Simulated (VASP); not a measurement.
# TlCr2 in VASP: further runs

TlCr2 is run at these levels: PBE; tasks: single point.

All numbers are computed with VASP 6.6.1; they aren't measurements. Logs are shortened: lines on timing, memory, paths and dates and some standing lists are left out, and cuts for length are marked.

## Step 1: The cell of the first run

Symmetry: Fd-3m, No. 227, cubic system. Conventional cell: a = 7.181 Å, b = 7.181 Å, c = 7.181 Å, α = 90.00°, β = 90.00°, γ = 90.00°. Within 3.4 Å of Cr (site symmetry -3m) lie 6 Cr at 2.54 Å and 6 Tl at 2.98 Å. Tl (site symmetry -43m) has 12 Cr at 2.98 Å and 4 Tl at 3.11 Å within 3.9 Å.

## Step 2: Single point, PBE

File INCAR:

```
SYSTEM = TlCr2
  PREC = Accurate
  ENCUT = 520
  EDIFF = 1E-6
  ISMEAR = 0
  SIGMA = 0.1
  LREAL = .FALSE.
  LASPH = .TRUE.
  NELM = 60
  ALGO = Normal
  ISIF = 2
  LWAVE = .FALSE.
  LCHARG = .FALSE.
  GGA = PE
  NBANDS = 46
```

File KPOINTS:

```
regular mesh
0
G
  6 6 6
  0 0 0
```

File POSCAR:

```
TlCr2
1.0
    0.0000000000      3.5905738387      3.5905738387
    3.5905738387      0.0000000000      3.5905738387
    3.5905738387      3.5905738387      0.0000000000
Cr Tl
4 2
Direct
    0.1250000000      0.1250000000      0.1250000000
    0.6250000000      0.1250000000      0.1250000000
    0.1250000000      0.1250000000      0.6250000000
    0.1250000000      0.6250000000      0.1250000000
    0.5000000000      0.5000000000      0.5000000000
    0.7500000000      0.7500000000      0.7500000000
```

Potentials or basis: VASP PAW PBE potentials, release 64 (Cr_pv, Tl_d).

On the command line:

```sh
$ cat potpaw_PBE.64/Cr_pv/POTCAR potpaw_PBE.64/Tl_d/POTCAR > POTCAR
$ mpirun -np 1 vasp_std > vasp.out
```

OUTCAR:

```text
SYSTEM = TlCr2
   PREC = Accurate
   ENCUT = 520
   EDIFF = 1E-6
   ISMEAR = 0
   LREAL = .FALSE.
   LASPH = .TRUE.
   NELM = 60
   ISIF = 2
   GGA = PE

 ion  position               nearest neighbor table
   1  0.125  0.125  0.125-   2 2.54   3 2.54   4 2.54   3 2.54   4 2.54   2 2.54   6 2.98   5 2.98
                             6 2.98   5 2.98   6 2.98   5 2.98
   2  0.625  0.125  0.125-   1 2.54   3 2.54   4 2.54   1 2.54   3 2.54   4 2.54   5 2.98   6 2.98
                             5 2.98   6 2.98   6 2.98   5 2.98
   3  0.125  0.125  0.625-   1 2.54   1 2.54   2 2.54   4 2.54   4 2.54   2 2.54   6 2.98   5 2.98
                             6 2.98   5 2.98   6 2.98   5 2.98
   4  0.125  0.625  0.125-   1 2.54   3 2.54   1 2.54   2 2.54   3 2.54   2 2.54   6 2.98   5 2.98
                             6 2.98   5 2.98   6 2.98   5 2.98
   5  0.500  0.500  0.500-   3 2.98   4 2.98   2 2.98   3 2.98   2 2.98   4 2.98   1 2.98   1 2.98
                             1 2.98   2 2.98   3 2.98   4 2.98   6 3.11   6 3.11   6 3.11   6 3.11
   6  0.750  0.750  0.750-   2 2.98   4 2.98   2 2.98   3 2.98   3 2.98   4 2.98   1 2.98   4 2.98
                             1 2.98   1 2.98   2 2.98   3 2.98   5 3.11   5 3.11   5 3.11   5 3.11

  LATTYP: Found a face centered cubic cell.
 ALAT       =     7.1811476774

  Lattice vectors:

 A1 = (   0.0000000000,   3.5905738387,   3.5905738387)
 A2 = (   3.5905738387,   0.0000000000,   3.5905738387)
 A3 = (   3.5905738387,   3.5905738387,   0.0000000000)

Analysis of symmetry for initial positions (statically):
=====================================================================
 Subroutine PRICEL returns:
 Original cell was already a primitive cell.

 Routine SETGRP: Setting up the symmetry group for a
 face centered cubic supercell.

 Subroutine GETGRP returns: Found 48 space group operations
 (whereof 24 operations were pure point group operations)
 out of a pool of 48 trial point group operations.

The static configuration has the point symmetry T_d .
 The point group associated with its full space group is O_h .

Analysis of symmetry for dynamics (positions and initial velocities):
=====================================================================
 Subroutine PRICEL returns:
 Original cell was already a primitive cell.

 Routine SETGRP: Setting up the symmetry group for a
 face centered cubic supercell.

 Subroutine GETGRP returns: Found 48 space group operations
 (whereof 24 operations were pure point group operations)
 out of a pool of 48 trial point group operations.

The dynamic configuration has the point symmetry T_d .
 The point group associated with its full space group is O_h .

 Subroutine INISYM returns: Found 48 space group operations
 (whereof 24 operations are pure point group operations),
 and found     1 'primitive' translations

----------------------------------------------------------------------------------------

                                     Primitive cell

  volume of cell :      92.5809

  direct lattice vectors                    reciprocal lattice vectors
     0.000000000  3.590573839  3.590573839    -0.139253507  0.139253507  0.139253507
     3.590573839  0.000000000  3.590573839     0.139253507 -0.139253507  0.139253507
     3.590573839  3.590573839  0.000000000     0.139253507  0.139253507 -0.139253507

  length of vectors
     5.077838219  5.077838219  5.077838219     0.241194150  0.241194150  0.241194150

  position of ions in fractional coordinates (direct lattice)
     0.125000000  0.125000000  0.125000000
     0.625000000  0.125000000  0.125000000
     0.125000000  0.125000000  0.625000000
     0.125000000  0.625000000  0.125000000
     0.500000000  0.500000000  0.500000000
     0.750000000  0.750000000  0.750000000

  ion indices of the primitive-cell ions
   primitive index   ion index
                 1           1
                 2           2
                 3           3
                 4           4
                 5           5
                 6           6

----------------------------------------------------------------------------------------

 KPOINTS: regular mesh

Automatic generation of k-mesh.
 Grid dimensions read from file:
 generate k-points for:    6    6    6

 Generating k-lattice:

  Cartesian coordinates                     Fractional coordinates (reciprocal lattice)
    -0.023208918  0.023208918  0.023208918     0.166666667  0.000000000  0.000000000
     0.023208918 -0.023208918  0.023208918     0.000000000  0.166666667  0.000000000
     0.023208918  0.023208918 -0.023208918     0.000000000  0.000000000  0.166666667

  Length of vectors
     0.040199025  0.040199025  0.040199025

  Shift w.r.t. Gamma in fractional coordinates (k-lattice)
     0.000000000  0.000000000  0.000000000

 Subroutine IBZKPT returns following result:
 ===========================================

 Found     16 irreducible k-points:

 Following reciprocal coordinates:
            Coordinates               Weight
  0.000000  0.000000  0.000000      1.000000
  0.166667  0.000000  0.000000      8.000000
  0.333333  0.000000  0.000000      8.000000
  0.500000  0.000000  0.000000      4.000000
  0.166667  0.166667  0.000000      6.000000
  0.333333  0.166667  0.000000     24.000000
[... 8 lines left out ...]
 -0.333333  0.333333  0.166667     24.000000
 -0.333333  0.500000  0.166667     12.000000
   k-points           NKPTS =     16   k-points in BZ     NKDIM =     16   number of bands    NBANDS=     46
   number of dos      NEDOS =    301   number of ions     NIONS =      6
   total plane-waves  NPLWV =  64000
   dimension x,y,z NGX =    40 NGY =   40 NGZ =   40
   dimension x,y,z NGXF=    80 NGYF=   80 NGZF=   80
   ions per type =               4   2
   NGX,Y,Z   is equivalent  to a cutoff of  13.10, 13.10, 13.10 a.u.
   NGXF,Y,Z  is equivalent  to a cutoff of  26.19, 26.19, 26.19 a.u.
 SYSTEM =  TlCr2
   PREC   = accura    normal or accurate (medium, high low for compatibility)
   ISTART =      0    job   : 0-new  1-cont  2-samecut
   ICHARG =      2    charge: 1-file 2-atom 10-const
   ISPIN  =      1    spin polarized calculation?
   LNONCOLLINEAR =      F non collinear calculations
   LSORBIT =      F    spin-orbit coupling
   LASPH  =      T    aspherical Exc in radial PAW
   ENCUT  =  520.0 eV  38.22 Ry    6.18 a.u.   9.44  9.44  9.44*2*pi/ulx,y,z
   NELM   =     60;   NELMIN=  2; NELMDL= -5     # of ELM steps
   EDIFF  = 0.1E-05   stopping-criterion for ELM
   LREAL  =      F    real-space projection
   EDIFFG = 0.1E-04   stopping-criterion for IOM
   NSW    =      0    number of steps for IOM
   IBRION =     -1    ionic relax: 0-MD 1-quasi-New 2-CG
   NFREE  =      0    steps in history (QN), initial steepest desc. (CG)
   ISIF   =      2    stress and relaxation
   ISYM   =      2    0-nonsym 1-usesym 2-fastsym
   POTIM  = 0.5000    time-step for ionic-motion
   TEBEG  =    0.0;   TEEND  =   0.0 temperature during run
   PSTRESS=    0.0 pullay stress
   NELECT =      74.0000    total number of electrons
   NUPDOWN=      -1.0000    fix difference up-down
   EMIN   =  10.00;   EMAX   =-10.00  energy-range for DOS
   EFERMI =   0.00;   METHOD = LEGACY
   ISMEAR =     0;   SIGMA  =   0.10  broadening in eV -4-tet -1-fermi 0-gaus
   EFERMI_NEDOS =   21; number of points for ismear=-14 and -15
   IALGO  =     38    algorithm
   IMIX   =      4    mixing-type and parameters
     AMIX     =   0.40;   BMIX     =  1.00
     AMIX_MAG =   1.60;   BMIX_MAG =  1.00
  volume/ion in A,a.u.               =      15.43       104.13
  Fermi-wavevector in a.u.,A,eV,Ry     =   1.519305  2.871070 31.406148  2.308287
  Thomas-Fermi vector in A             =   2.628308
   LORBIT       =      0    0 simple, 1 ext, 2 COOP (PROOUT), +10 PAW based schemes
   GGA     = PE    functional components
   LHFCALC =     F    Hartree Fock is set to
   AEXX    =    0.0000 exact exchange contribution
   IVDW    =     0    specifies the selected vdW correction
   LEPSILON=     F    determine dielectric tensor
   LRPA    =     F    only Hartree local field effects (RPA)
 non-spin polarized calculation
 Gauss-broadening in eV      SIGMA  =   0.10
  energy-cutoff  :      520.00
  volume of cell :       92.58
 maximum number of plane-waves:      2523
 NGX is ok and might be reduce to    40
   NGX = 19   NGY = 19   NGZ = 19

 number of electron      74.0000036 magnetization

 Free energy of the ion-electron system (eV)
  ---------------------------------------------------
  ext. energy  EPLUGINS =         0.00000000
  ---------------------------------------------------
  free energy    TOTEN  =       -37.86688256 eV

  energy without entropy =      -37.84194352  energy(sigma->0) =      -37.85441304

 E-fermi :  10.0207     XC(G=0): -12.5750

 val. band max:       10.0010369409   @ k =   0.5000   0.5000   0.0000
 cond. band min:      10.1194394439   @ k =  -0.3333   0.1667   0.0000
 fundamental gap:      0.1184025030
 Fermi energy:        10.0206855062

 k-point     1 :       0.0000    0.0000    0.0000
  band No.  band energies     occupation
      1     -33.3673      2.00000
      2     -33.1367      2.00000
      3     -33.1367      2.00000
      4     -33.1367      2.00000
      5     -33.0634      2.00000
      6     -33.0634      2.00000
[... 38 lines left out ...]
     45      12.5061      0.00000
     46      12.5061      0.00000

 k-point     2 :       0.1667    0.0000    0.0000
  band No.  band energies     occupation
      1     -33.3365      2.00000
      2     -33.1264      2.00000
      3     -33.1237      2.00000
      4     -33.1237      2.00000
      5     -33.0549      2.00000
      6     -33.0549      2.00000
[... 38 lines left out ...]
     45      12.3129      0.00000
     46      12.3130      0.00000

 k-point     3 :       0.3333    0.0000    0.0000
  band No.  band energies     occupation
      1     -33.2756      2.00000
      2     -33.1048      2.00000
      3     -33.1048      2.00000
      4     -33.0774      2.00000
      5     -33.0160      2.00000
      6     -33.0160      2.00000
[... 626 lines left out ...]
     45      11.4578      0.00000
     46      11.6590      0.00000

 k-point    16 :      -0.3333    0.5000    0.1667
  band No.  band energies     occupation
      1     -33.1229      2.00000
      2     -33.1229      2.00000
      3     -33.0414      2.00000
      4     -33.0414      2.00000
      5     -32.9517      2.00000
      6     -32.9517      2.00000
[... 38 lines left out ...]
     45      11.3708      0.00000
     46      11.3708      0.00000

------------------------ aborting loop because EDIFF is reached ----------------------------------------

  FORCE on cell =-STRESS in cart. coord.  units (eV):
  Direction    XX          YY          ZZ          XY          YZ          ZX
  --------------------------------------------------------------------------------------
  -------------------------------------------------------------------------------------
  Total       -0.1560898     -0.1560898     -0.1560898      0.0000000      0.0000000      0.0000000
  in kB       -2.7012426     -2.7012426     -2.7012426      0.0000000      0.0000000      0.0000000
  external PRESSURE =      -2.7012426 kB  Pullay stress =       0.0000000 kB

 VOLUME and BASIS-vectors are now :
 -----------------------------------------------------------------------------
  energy-cutoff  :      520.00
  volume of cell :       92.58
      direct lattice vectors                 reciprocal lattice vectors
     0.000000000  3.590573839  3.590573839    -0.139253507  0.139253507  0.139253507
     3.590573839  0.000000000  3.590573839     0.139253507 -0.139253507  0.139253507
     3.590573839  3.590573839  0.000000000     0.139253507  0.139253507 -0.139253507

 POSITION                                       TOTAL-FORCE (eV/Angst)
 -----------------------------------------------------------------------------------
      0.89764      0.89764      0.89764         0.000000     -0.000000     -0.000000
      0.89764      2.69293      2.69293         0.000000     -0.000000     -0.000000
      2.69293      2.69293      0.89764         0.000000     -0.000000     -0.000000
      2.69293      0.89764      2.69293         0.000000     -0.000000     -0.000000
      3.59057      3.59057      3.59057        -0.000000     -0.000000      0.000000
      5.38586      5.38586      5.38586        -0.000000      0.000000     -0.000000
 -----------------------------------------------------------------------------------
    total drift:                                0.000000     -0.000000      0.000000

  FREE ENERGIE OF THE ION-ELECTRON SYSTEM (eV)
  ---------------------------------------------------
  free  energy   TOTEN  =       -37.8668825564 eV

  energy  without entropy=      -37.8419435197  energy(sigma->0) =      -37.85441304
```

Wall time 54 s (1 thread of Intel Xeon Platinum 8488C (Sapphire Rapids), shared host); peak memory 0.26 GiB.

Results:

* Free energy: -37.8669 eV
* Pressure: -0.3 GPa
* Band gap on the k mesh: zero (bands 37 and 38 overlap by 1.07 eV)

Caveat: spin-orbit coupling is left out, which moves the levels of the heavy elements; the run has no spin polarisation, though such a crystal can be magnetic.

## Step 3: Single point, PBE, collinear spin, ferromagnetic start

File INCAR:

```
SYSTEM = TlCr2
PREC = Accurate
ENCUT = 520
EDIFF = 1E-7
ISMEAR = 0
SIGMA = 0.1
LREAL = .False.
LASPH = .True.
NELM = 150
ALGO = Normal
ISIF = 2
LWAVE = .False.
LCHARG = .False.
ISPIN = 2
MAGMOM = 0.25 0.25 0.25 0.25 0 0
LORBIT = 11
LMAXMIX = 4
GGA = PE
NBANDS = 50
```

File KPOINTS:

```
regular mesh
0
Gamma
  4 4 4
  0 0 0
```

File POSCAR:

```
TlCr2
1.0
    0.0000000000      3.5920749374      3.5920749374
    3.5920749374      0.0000000000      3.5920749374
    3.5920749374      3.5920749374      0.0000000000
Cr Tl
4 2
Direct
    0.6250000000      0.6250000000      0.6250000000
    0.1250000000      0.6250000000      0.6250000000
    0.6250000000      0.6250000000      0.1250000000
    0.6250000000      0.1250000000      0.6250000000
    0.0000000000      0.0000000000      0.0000000000
    0.2500000000      0.2500000000      0.2500000000
```

Potentials or basis: VASP PAW PBE potentials, release 64 (Cr_pv, Tl_d).

On the command line:

```sh
$ cat potpaw_PBE.64/Cr_pv/POTCAR potpaw_PBE.64/Tl_d/POTCAR > POTCAR
$ mpirun -np 1 vasp_std > vasp.out
```

It took 71 s on 1 thread of Intel Xeon Platinum 8488C (Sapphire Rapids), shared host; peak memory 0.3 GiB.

It converged, with:

| Quantity | Value |
| --- | --- |
| Free energy | -37.8755 eV |
| Pressure | -0.2 GPa |
| Net moment | 0.77 μB per cell |
| Site moments | Cr +0.19; Tl -0.01 μB |
| Valence electrons inside the program's atomic spheres | Cr 10.86; Tl 11.40 |

Levels at points of the mesh, in eV from the Fermi level:
Spin up:
```tsv
k point	band 35	band 36	band 37	band 38	band 39	band 40
(0.00, 0.00, 0.00)	0.51	0.51	0.66	0.66	0.66	0.97
(0.50, 0.00, 0.00)	-0.56	-0.56	-0.23	-0.23	0.57	0.90
(0.50, 0.50, 0.00)	-0.74	-0.74	-0.36	-0.36	-0.08	-0.08
```
Spin down:
| k point | band 32 | band 33 | band 34 | band 35 | band 36 | band 37 | band 38 | band 39 | band 40 | band 41 |
| --- | --- | --- | --- | --- | --- | --- | --- | --- | --- | --- |
| (0.00, 0.00, 0.00) | -1.52 | -1.52 | 0.55 | 0.55 | 0.55 | 0.92 | 0.92 | 0.92 | 1.15 | 1.15 |
| (0.50, 0.00, 0.00) | -1.50 | -1.01 | -0.98 | -0.46 | -0.46 | -0.03 | -0.03 | 0.82 | 1.10 | 1.10 |
| (0.50, 0.50, 0.00) | -1.48 | -1.02 | -1.02 | -0.57 | -0.57 | -0.19 | -0.19 | 0.13 | 0.13 | 1.11 |

Caveat: the k points lie up to 0.38 Å⁻¹ apart; spin-orbit coupling is left out, which moves the levels of the heavy elements.

## Step 4: Single point, PBE

File INCAR:

```
SYSTEM = TlCr2
PREC     = Accurate       ! precision mode
ENCUT    = 520            ! plane-wave cutoff, eV
EDIFF    = 1E-6           ! SCF threshold, eV
ISMEAR   = 0              ! smearing method
SIGMA    = 0.1            ! smearing width, eV
LREAL    = .FALSE.        ! projectors in reciprocal space
LASPH    = .TRUE.         ! aspherical terms in the spheres
NELM     = 100            ! most SCF steps
ALGO     = Fast           ! electronic algorithm
ISIF     = 2              ! what is computed and relaxed
LWAVE    = .FALSE.        ! write WAVECAR
LCHARG   = .FALSE.        ! write CHGCAR
GGA      = PE             ! functional
NBANDS   = 46             ! bands
```

File KPOINTS:

```
Automatic mesh
0
G
  6 6 6
  0 0 0
```

File POSCAR:

```
TlCr2
1.0
    0.0003018423      3.5897093448      3.5894313605
    3.5907953199     -0.0001160589      3.5898396720
    3.5905272771      3.5898635907      0.0001383603
Cr Tl
4 2
Direct
    0.1250677415      0.1250020451      0.1250231995
    0.6247923585      0.1250487378      0.1250655662
    0.1250200424      0.1249828911      0.6249935130
    0.1249647259      0.6251427215      0.1249468078
    0.5000868070      0.4999133678      0.4999781973
    0.7500683247      0.7499102368      0.7499927162
```

On the command line:

```sh
$ cat potpaw_PBE.64/Cr_pv/POTCAR potpaw_PBE.64/Tl_d/POTCAR > POTCAR
$ mpirun -np 1 vasp_std > vasp.out
```

It took 9.6 min on 1 thread of Intel Xeon Platinum 8488C (Sapphire Rapids), shared host; peak memory 0.51 GiB.

Results (log left out):

| Item | Value |
| --- | --- |
| Free energy | -37.8669 eV |
| Pressure | -0.2 GPa |
| Band gap on the k mesh | zero (bands 37 and 38 overlap by 1.07 eV) |

Levels at points of the mesh, in eV from the Fermi level:
```csv
k point,band 33,band 34,band 35,band 36,band 37,band 38,band 39,band 40,band 41,band 42
"(0.00, 0.00, 0.00)",-1.64,0.50,0.50,0.50,0.74,0.74,0.75,1.02,1.02,1.02
"(0.50, 0.00, 0.00)",-1.10,-1.08,-0.55,-0.55,-0.18,-0.18,0.65,0.95,0.96,1.04
"(0.00, 0.50, 0.00)",-1.10,-1.08,-0.55,-0.55,-0.18,-0.18,0.65,0.95,0.96,1.04
"(0.50, 0.50, 0.00)",-1.11,-1.11,-0.70,-0.70,-0.32,-0.32,-0.02,-0.02,0.97,0.97
"(0.00, 0.00, 0.50)",-1.10,-1.08,-0.55,-0.55,-0.18,-0.18,0.65,0.95,0.96,1.04
"(0.50, 0.00, 0.50)",-1.12,-1.11,-0.70,-0.70,-0.32,-0.32,-0.02,-0.02,0.97,0.97
"(0.00, 0.50, 0.50)",-1.12,-1.11,-0.70,-0.70,-0.32,-0.32,-0.02,-0.02,0.97,0.97
"(0.50, 0.50, 0.50)",-1.10,-1.08,-0.55,-0.55,-0.18,-0.18,0.65,0.95,0.96,1.04
```

Caveat: spin-orbit coupling is left out, which moves the levels of the heavy elements; the run has no spin polarisation, though such a crystal can be magnetic.

## Step 5: Summary

```csv
spin,cell,k mesh,gap on the mesh (eV),pressure (GPa)
off,"a = 5.078 Å, angles 60.0°, 6 atoms, atomic positions A",6 × 6 × 6,none,-0.3
"collinear, ferromagnetic start","a = 5.080 Å, angles 60.0°, 6 atoms, atomic positions A",4 × 4 × 4,none,-0.2
off,"a = 5.076, b = 5.077, c = 5.077 Å, angles 60.0°, 6 atoms, atomic positions B",6 × 6 × 6,none,-0.2
```

Alike in all rows: task single point; level PBE; potentials or basis VASP PAW PBE potentials, release 64 (Cr_pv, Tl_d); cutoff (eV) 520; smearing gaussian 0.1 eV.

Caveats: some runs use coarse meshes; spin-orbit coupling is left out, which moves the levels of the heavy elements.

Total energies depend on the potentials used, so only differences within one code and one set of settings carry meaning.

The gap in the log of VASP goes by the Fermi energy; the results here count the filled bands.